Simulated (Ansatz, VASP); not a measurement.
# One calculation of Be2SeO2, two programs

```
CELL_PARAMETERS angstrom
2.70123 0.00000 0.00000
-1.35061 2.33933 0.00000
0.00000 0.00000 12.75209
ATOMIC_POSITIONS crystal
Be 0.00000 0.00000 0.32648
Be 0.00000 0.00000 0.67352
Se 0.00000 0.00000 0.00000
O 0.33333 0.66667 0.67344
O 0.33333 0.66667 0.32656
```

Alike in both runs: functional PBE; k mesh 12 × 12 × 4; occupations gaussian, width 0.1 eV; no spin polarisation.

Ansatz relaxed the structure, and its values are those at the end. VASP's run is a single point on that final structure, the one shown.

|  | VASP | Ansatz |
| --- | --- | --- |
| version | VASP 6.6.1 | Ansatz 0.2.0 |
| potentials or method | VASP PAW PBE potentials, release 64 (Be, Se, O), cutoff 520 eV | scalar-relativistic, plane waves, PAW |
| valence electrons in the cell | 22 | 32 |

```tsv
	VASP	Ansatz	Ansatz less VASP
gap on the k mesh at the Fermi level (eV)	none	none	-
pressure (GPa)	0.1	0.0	-0.05
```

A gap of «none» marks a metal or a gap that the smearing closes. VASP's potentials hold 22 valence electrons a cell and Ansatz's 32, so a difference there can come from the potentials and not from the codes.
